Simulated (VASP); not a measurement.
# Ni (Fm-3m) in VASP: relaxation of cell and atoms with PBE

Aim: the relaxation of cell and atoms of Ni with PBE.

Program: VASP 6.6.1. These are calculated values, not measurements. Logs are shortened: lines on timing, memory, paths and dates and some standing lists are left out, and cuts for length are marked.

## Step 1: The cell of the first run

The structure is cubic, space group Fm-3m (No. 225). The conventional cell has a = 3.520 Å, b = 3.520 Å, c = 3.520 Å, α = 90.00°, β = 90.00°, γ = 90.00°. Within 3.3 Å of Ni (site symmetry m-3m) lie 12 Ni at 2.49 Å.

## Step 2: Relaxation of cell and atoms, PBE, collinear spin, ferromagnetic start

Contents of INCAR:

```
ALGO = Normal
EDIFF = 1E-6
EDIFFG = -0.003
ENCUT = 600
GGA = PE
IBRION = 2
ISIF = 3
ISMEAR = 0
ISPIN = 2
LASPH = T
LCHARG = F
LMAXMIX = 4
LORBIT = 11
LREAL = F
LWAVE = F
MAGMOM = 0.7
NELM = 150
NSW = 80
PREC = Accurate
SIGMA = 0.1
```

Contents of KPOINTS:

```
k-points
0
Gamma
  36 36 36
```

Contents of POSCAR:

```
Ni
1.0
    0.0000000000      1.7600000000      1.7600000000
    1.7600000000      0.0000000000      1.7600000000
    1.7600000000      1.7600000000      0.0000000000
Ni
1
Direct
    0.0000000000      0.0000000000      0.0000000000
```

Potentials or basis: VASP PAW PBE potentials, release 64 (Ni).

Run with:

```console
cat potpaw_PBE.64/Ni/POTCAR > POTCAR
mpirun -np 1 vasp_std > vasp.out
```

OUTCAR:

```text
EDIFF = 1E-6
   EDIFFG = -0.003
   ENCUT = 600
   GGA = PE
   IBRION = 2
   ISIF = 3
   ISMEAR = 0
   ISPIN = 2
   LASPH = T
   LORBIT = 11
   LREAL = F
   NELM = 150
   NSW = 80
   PREC = Accurate

 ion  position               nearest neighbor table
   1  0.000  0.000  0.000-

  LATTYP: Found a face centered cubic cell.
 ALAT       =     3.5200000000

  Lattice vectors:

 A1 = (   0.0000000000,   1.7600000000,   1.7600000000)
 A2 = (   1.7600000000,   0.0000000000,   1.7600000000)
 A3 = (   1.7600000000,   1.7600000000,   0.0000000000)

Analysis of symmetry for initial positions (statically):
=====================================================================
 Subroutine PRICEL returns:
 Original cell was already a primitive cell.

 Routine SETGRP: Setting up the symmetry group for a
 face centered cubic supercell.

 Subroutine GETGRP returns: Found 48 space group operations
 (whereof 48 operations were pure point group operations)
 out of a pool of 48 trial point group operations.

The static configuration has the point symmetry O_h .

Analysis of symmetry for dynamics (positions and initial velocities):
=====================================================================
 Subroutine PRICEL returns:
 Original cell was already a primitive cell.

 Routine SETGRP: Setting up the symmetry group for a
 face centered cubic supercell.

 Subroutine GETGRP returns: Found 48 space group operations
 (whereof 48 operations were pure point group operations)
 out of a pool of 48 trial point group operations.

The dynamic configuration has the point symmetry O_h .

Analysis of structural, dynamic, and magnetic symmetry:
=====================================================================
 Subroutine PRICEL returns:
 Original cell was already a primitive cell.

 Routine SETGRP: Setting up the symmetry group for a
 face centered cubic supercell.

 Subroutine GETGRP returns: Found 48 space group operations
 (whereof 48 operations were pure point group operations)
 out of a pool of 48 trial point group operations.

The overall configuration has the point symmetry O_h .

 Subroutine INISYM returns: Found 48 space group operations
 (whereof 48 operations are pure point group operations),
 and found     1 'primitive' translations

----------------------------------------------------------------------------------------

                                     Primitive cell

  volume of cell :      10.9036

  direct lattice vectors                    reciprocal lattice vectors
     0.000000000  1.760000000  1.760000000    -0.284090909  0.284090909  0.284090909
     1.760000000  0.000000000  1.760000000     0.284090909 -0.284090909  0.284090909
     1.760000000  1.760000000  0.000000000     0.284090909  0.284090909 -0.284090909

  length of vectors
     2.489015870  2.489015870  2.489015870     0.492059889  0.492059889  0.492059889

  position of ions in fractional coordinates (direct lattice)
     0.000000000  0.000000000  0.000000000

  ion indices of the primitive-cell ions
   primitive index   ion index
                 1           1

----------------------------------------------------------------------------------------

 KPOINTS: k-points

Automatic generation of k-mesh.
 Grid dimensions read from file:
 generate k-points for:   36   36   36

 Generating k-lattice:

  Cartesian coordinates                     Fractional coordinates (reciprocal lattice)
    -0.007891414  0.007891414  0.007891414     0.027777778  0.000000000  0.000000000
     0.007891414 -0.007891414  0.007891414     0.000000000  0.027777778  0.000000000
     0.007891414  0.007891414 -0.007891414     0.000000000  0.000000000  0.027777778

  Length of vectors
     0.013668330  0.013668330  0.013668330

  Shift w.r.t. Gamma in fractional coordinates (k-lattice)
     0.000000000  0.000000000  0.000000000

 Subroutine IBZKPT returns following result:
 ===========================================

 Found   1240 irreducible k-points:

 Following reciprocal coordinates:
            Coordinates               Weight
  0.000000  0.000000  0.000000      1.000000
  0.027778  0.000000  0.000000      8.000000
  0.055556  0.000000  0.000000      8.000000
  0.083333  0.000000  0.000000      8.000000
  0.111111  0.000000  0.000000      8.000000
  0.138889  0.000000  0.000000      8.000000
[... 16 lines left out ...]
  0.111111  0.027778  0.000000     24.000000
  0.138889  0.027778  0.000000     24.000000
 [... further k-points ...]
   k-points           NKPTS =   1240   k-points in BZ     NKDIM =   1240   number of bands    NBANDS=      9
   number of dos      NEDOS =    301   number of ions     NIONS =      1
   total plane-waves  NPLWV =   8000
   dimension x,y,z NGX =    20 NGY =   20 NGZ =   20
   dimension x,y,z NGXF=    40 NGYF=   40 NGZF=   40
   ions per type =               1
   NGX,Y,Z   is equivalent  to a cutoff of  13.36, 13.36, 13.36 a.u.
   NGXF,Y,Z  is equivalent  to a cutoff of  26.72, 26.72, 26.72 a.u.
 SYSTEM =  unknown system
   PREC   = accura    normal or accurate (medium, high low for compatibility)
   ISTART =      0    job   : 0-new  1-cont  2-samecut
   ICHARG =      2    charge: 1-file 2-atom 10-const
   ISPIN  =      2    spin polarized calculation?
   LNONCOLLINEAR =      F non collinear calculations
   LSORBIT =      F    spin-orbit coupling
   LASPH  =      T    aspherical Exc in radial PAW
   ENCUT  =  600.0 eV  44.10 Ry    6.64 a.u.   4.97  4.97  4.97*2*pi/ulx,y,z
   NELM   =    150;   NELMIN=  2; NELMDL= -5     # of ELM steps
   EDIFF  = 0.1E-05   stopping-criterion for ELM
   LREAL  =      F    real-space projection
   EDIFFG = -.3E-02   stopping-criterion for IOM
   NSW    =     80    number of steps for IOM
   IBRION =      2    ionic relax: 0-MD 1-quasi-New 2-CG
   NFREE  =      1    steps in history (QN), initial steepest desc. (CG)
   ISIF   =      3    stress and relaxation
   ISYM   =      2    0-nonsym 1-usesym 2-fastsym
   POTIM  = 0.5000    time-step for ionic-motion
   TEBEG  =    0.0;   TEEND  =   0.0 temperature during run
   PSTRESS=    0.0 pullay stress
   NELECT =      10.0000    total number of electrons
   NUPDOWN=      -1.0000    fix difference up-down
   EMIN   =  10.00;   EMAX   =-10.00  energy-range for DOS
   EFERMI =   0.00;   METHOD = LEGACY
   ISMEAR =     0;   SIGMA  =   0.10  broadening in eV -4-tet -1-fermi 0-gaus
   EFERMI_NEDOS =   21; number of points for ismear=-14 and -15
   IALGO  =     38    algorithm
   IMIX   =      4    mixing-type and parameters
     AMIX     =   0.40;   BMIX     =  1.00
     AMIX_MAG =   1.60;   BMIX_MAG =  1.00
  volume/ion in A,a.u.               =      10.90        73.58
  Fermi-wavevector in a.u.,A,eV,Ry     =   1.590568  3.005737 34.421456  2.529906
  Thomas-Fermi vector in A             =   2.689243
   LORBIT       =     11    0 simple, 1 ext, 2 COOP (PROOUT), +10 PAW based schemes
   GGA     = PE    functional components
   LHFCALC =     F    Hartree Fock is set to
   AEXX    =    0.0000 exact exchange contribution
   IVDW    =     0    specifies the selected vdW correction
   LEPSILON=     F    determine dielectric tensor
   LRPA    =     F    only Hartree local field effects (RPA)
 conjugate gradient relaxation of ions
 spin polarized calculation
 Gauss-broadening in eV      SIGMA  =   0.10
  energy-cutoff  :      600.00
  volume of cell :       10.90
 maximum number of plane-waves:       380
   NGX =  9   NGY =  9   NGZ =  9

--------------------------------------- Ionic step        1  -------------------------------------------

 number of electron      10.0000009 magnetization       0.6296432

 Free energy of the ion-electron system (eV)
  ---------------------------------------------------
  ext. energy  EPLUGINS =         0.00000000
  ---------------------------------------------------
  free energy    TOTEN  =        -5.47427254 eV

  energy without entropy =       -5.46548406  energy(sigma->0) =       -5.46987830

------------------------ aborting loop because EDIFF is reached ----------------------------------------

  FORCE on cell =-STRESS in cart. coord.  units (eV):
  Direction    XX          YY          ZZ          XY          YZ          ZX
  --------------------------------------------------------------------------------------
  -------------------------------------------------------------------------------------
  Total       -0.0283933     -0.0283933     -0.0283933      0.0000000      0.0000000      0.0000000
  in kB       -4.1721380     -4.1721380     -4.1721380      0.0000000      0.0000000      0.0000000
  external PRESSURE =      -4.1721380 kB  Pullay stress =       0.0000000 kB
[... 55 lines left out ...]
  energy  without entropy=       -5.4655099770  energy(sigma->0) =       -5.46988784

--------------------------------------- Ionic step        3  -------------------------------------------

 number of electron      10.0000009 magnetization       0.6299504

 Free energy of the ion-electron system (eV)
  ---------------------------------------------------
  ext. energy  EPLUGINS =         0.00000000
  ---------------------------------------------------
  free energy    TOTEN  =        -5.47429678 eV

  energy without entropy =       -5.46552718  energy(sigma->0) =       -5.46991198

 E-fermi :   9.3756     XC(G=0): -13.2539

 val. band max:        9.3754754116   @ k =  -0.4722   0.4722   0.0556
 cond. band min:       9.3756378219   @ k =   0.4444   0.2222   0.0556
 fundamental gap:      0.0001624104
 Fermi energy:         9.3755557338

 spin component 1

 k-point     1 :       0.0000    0.0000    0.0000
  band No.  band energies     occupation
      1       0.3639      1.00000
      2       6.9344      1.00000
      3       6.9344      1.00000
      4       6.9344      1.00000
      5       8.1135      1.00000
      6       8.1135      1.00000
      7      33.0941      0.00000
      8      36.9522      0.00000
      9      36.9522      0.00000
[... 265 lines left out ...]
 k-point    24 :       0.1389    0.0278    0.0000
  band No.  band energies     occupation
      1       1.0373      1.00000
      2       6.7699      1.00000
      3       7.0682      1.00000
      4       7.0737      1.00000
      5       8.0221      1.00000
      6       8.1130      1.00000
      7      29.9587      0.00000
      8      33.8747      0.00000
      9      35.0285      0.00000

 [... further k-points ...]

 spin component 2

 k-point     1 :       0.0000    0.0000    0.0000
  band No.  band energies     occupation
      1       0.3294      1.00000
      2       7.6935      1.00000
      3       7.6935      1.00000
      4       7.6935      1.00000
      5       8.7003      1.00000
      6       8.7003      1.00000
      7      32.9307      0.00000
      8      36.9337      0.00000
      9      36.9337      0.00000
[... 304 lines left out ...]
  FREE ENERGIE OF THE ION-ELECTRON SYSTEM (eV)
  ---------------------------------------------------
  free  energy   TOTEN  =        -5.4742967802 eV

  energy  without entropy=       -5.4655271795  energy(sigma->0) =       -5.46991198

 reached required accuracy - stopping structural energy minimisation

 total charge

# of ion       s       p       d       tot
------------------------------------------
    1        0.498   0.498   8.314   9.309

 magnetization (x)

# of ion       s       p       d       tot
------------------------------------------
    1       -0.006  -0.025   0.673   0.642
```

Run time: 11 min. Hardware: 1 thread of Oxide Virtual Turin-like, shared host; peak memory 0.33 GiB.

Results:

```
Free energy                                           : -5.4743 eV
Relaxed volume                                        : 10.88 Å³/atom
Relaxed cell                                          : a = 2.487 Å, b = 2.487 Å, c = 2.487 Å, α = 60.00°, β = 60.00°, γ = 60.00°
Space group after relaxing (to 0.1 Å)                 : Fm-3m (No. 225)
Energy gained by relaxing                             : 0.0 meV/atom
Ionic steps                                           : 3
Pressure after relaxing                               : 0.0 GPa
Net moment                                            : 0.63 μB per cell
Site moments                                          : Ni +0.64 μB
Valence electrons inside the program's atomic spheres : Ni 9.31
```

Final structure:
```
Ni
1.0
     0.00000    1.75889    1.75889
     1.75889    0.00000    1.75889
     1.75889    1.75889    0.00000
Ni
1
Direct
  0.00000 0.00000 0.00000
```
